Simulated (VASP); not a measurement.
NaF:

```
Na F
1.0
     0.00000    2.36608    2.27263
     2.36608    0.00000    2.27263
     2.36608    2.36608    0.00000
Na F
1 1
Direct
  0.00000 0.00000 0.00000
  0.50000 0.50000 0.50000
```

This cell differs from its parent crystal: epitaxial xy strain +3.0%.

Base run:

```yaml
Program: VASP 6.6.1
Functional: r2SCAN
Potentials_or_basis: VASP PAW PBE potentials, release 64 (Na_pv, F)
Cutoff: 520 eV
k_mesh: 10 × 10 × 10
Occupations: gaussian, width 0.01 eV
Spin: no spin polarisation
```

Its results: band gap on the k mesh 7.04 eV; pressure -2.8 GPa.

Problem. The run is repeated on the same cell with these changes: functional from r2SCAN to PBE; occupations from gaussian, width 0.01 eV to fermi-dirac, width 0.02 eV. What comes out?

Solution. Band gap on the k mesh 6.18 eV; pressure 1.0 GPa.

Caveats: the PAW data sets were made with another functional, which shifts forces and pressure a little (at least some runs).

A k mesh can miss the band edges.
